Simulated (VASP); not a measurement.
Runs of VASP 6.6.1 on SrLiH3. The structure is that of space group P4/mmm (No. 123), or close to it. The cells are those of the table. 

```csv
cell,gap on the mesh (eV)
"a = 4.862, b = 4.862, c = 4.515 Å, 5 atoms",1.59
"a = 4.515, b = 4.515, c = 4.862 Å, 5 atoms",(a)
"a = 4.862, b = 4.862, c = 4.399 Å, 5 atoms",1.41
"a = 4.747, b = 4.747, c = 4.399 Å, 5 atoms",1.44
```

Alike in all rows: task single point; level PBE; potentials or basis VASP PAW PBE potentials, release 64 (Li_sv, Sr_sv, H); no spin polarisation; k mesh 6 × 6 × 6; cutoff (eV) 520; smearing gaussian 0.05 eV.

**Question.** Fill in the values left out.

**Answer.** (a) 1.64.

A k mesh can miss the band edges, and the runs leave out spin-orbit coupling on Sr.
